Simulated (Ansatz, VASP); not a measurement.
**One calculation of Ni, two programs**

POSCAR

```
Ni
1.0
    0.0000000000      1.7380692641      1.7380692641
    1.7380692641      0.0000000000      1.7380692641
    1.7380692641      1.7380692641      0.0000000000
Ni
1
Direct
    0.0000000000      0.0000000000      0.0000000000
```

File INCAR.step1:

```
SYSTEM = Ni
  ALGO = Normal
  EDIFF = 1E-4
  ENCUT = 520
  GGA = PE
  ISMEAR = -1
  ISPIN = 2
  LASPH = .True.
  LCHARG = .False.
  LMAXMIX = 4
  LREAL = .False.
  LWAVE = .True.
  MAGMOM = 0.807
  NBANDS = 15
  NELM = 150
  PREC = Accurate
  SIGMA = 0.3
```

INCAR.step2

```
SYSTEM = Ni
  ALGO = Normal
  EDIFF = 1E-7
  ENCUT = 520
  ISIF = 2
  ISMEAR = -1
  ISPIN = 2
  ISTART = 1
  LASPH = .True.
  LCHARG = .True.
  LELF = .True.
  LMAXMIX = 4
  LMIXTAU = .True.
  LORBIT = 11
  LREAL = .False.
  LVHAR = .True.
  LWAVE = .False.
  MAGMOM = 0.807
  METAGGA = R2SCAN
  NBANDS = 15
  NELM = 150
  PREC = Accurate
  SIGMA = 0.3
```

KPOINTS

```
k-points
0
Gamma
  15 15 15
  0 0 0
```

Input for Ansatz:

```yaml
crystal:
  lattice:
    - [0.0, 1.7380692641, 1.7380692641]
    - [1.7380692641, 0.0, 1.7380692641]
    - [1.7380692641, 1.7380692641, 0.0]
  atoms:
    - { symbol: Ni, position: [0.0, 0.0, 0.0], spin: 0.807 }
hamiltonian:
  xc: r2scan
  pseudopotentials:
    kind: paw
    azcp:
      Ni: "pseudopotentials/Ni.paw.azcp"
basis:
  ecutwfc: 500
  fft_grid_basis: typed
kpoints:
  mp_grid: { grid: [15, 15, 15], shift: [0, 0, 0] }
magnetization:
  spin_polarized: true
scf:
  occupations: { method: fermi_dirac, width: 0.3 }
  lower_state_search: "off"
output:
  stress: true
```

Alike in both runs: task single point; functional r2SCAN; k mesh 15 × 15 × 15; occupations fermi-dirac, width 0.3 eV; collinear spin.

```csv
,VASP,Ansatz
version,VASP 6.6.1,Ansatz 0.2.0
potentials or method,"VASP PAW PBE potentials, release 64 (Ni), cutoff 520 eV","plane waves (500 eV) with PAW, scalar-relativistic"
valence electrons in the cell,10,18
```

|  | VASP | Ansatz | Ansatz less VASP |
| --- | --- | --- | --- |
| pressure (GPa) | 1.5 | 2.1 | +0.60 |
| net moment per atom (μB) | 0.00 | 0.62 | +0.616 |
| size of the moment on the site where the two differ most (μB) | 0.00 | 0.67 | +0.667 |

The net moments are unlike, so the other rows may belong to different states. VASP's potentials were made for PBE, not for r2SCAN. Site moments also hang on the region over which each program counts them. VASP's potentials hold 10 valence electrons a cell and Ansatz's 18, so a difference there can come from the potentials and not from the codes. Ansatz's warnings: stability check not made.
